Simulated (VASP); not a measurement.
Runs of VASP 6.6.1 on Zr. The structure is that of space group P6_3/mmc (No. 194), or close to it. The cells are those of the table. 

```tsv
level	cell	k mesh	cutoff (eV)	gap on the mesh (eV)	pressure (GPa)	largest force (eV/Å)
PBE	a = 3.239, b = 3.239, c = 5.172 Å, angles 90.0, 90.0, 120.0°, 2 atoms	3 × 3 × 2	500	none	-1.3	-
PBEsol	a = 3.239, b = 3.239, c = 5.172 Å, angles 90.0, 90.0, 120.0°, 2 atoms	6 × 6 × 4	500	none	-4.3	-
PBE	a = 3.239, b = 3.239, c = 5.172 Å, angles 90.0, 90.0, 120.0°, 2 atoms	5 × 7 × 4	500	none	(b)	0.03
PBE	a = 3.237, b = 3.237, c = 5.169 Å, angles 90.0, 90.0, 120.0°, 2 atoms	3 × 3 × 1	520	none	0.0	-
PBE	a = 3.239, b = 3.239, c = 5.172 Å, angles 90.0, 90.0, 120.0°, 2 atoms	2 × 5 × 2	500	none	-3.8	(a)
```

Alike in all rows: task single point; potentials or basis VASP PAW PBE potentials, release 64 (Zr_sv); no spin polarisation; smearing gaussian 0.1 eV.

Question: Fill in the values left out.

Answer: (a) 0.31; (b) -0.4.

Caveats: all runs use coarse meshes; the PAW data sets were made with another functional, which shifts forces and pressure a little (some runs).

A k mesh can miss the band edges, and the runs leave out spin-orbit coupling on Zr.

A gap of «none» marks levels without a gap at the run's occupations.
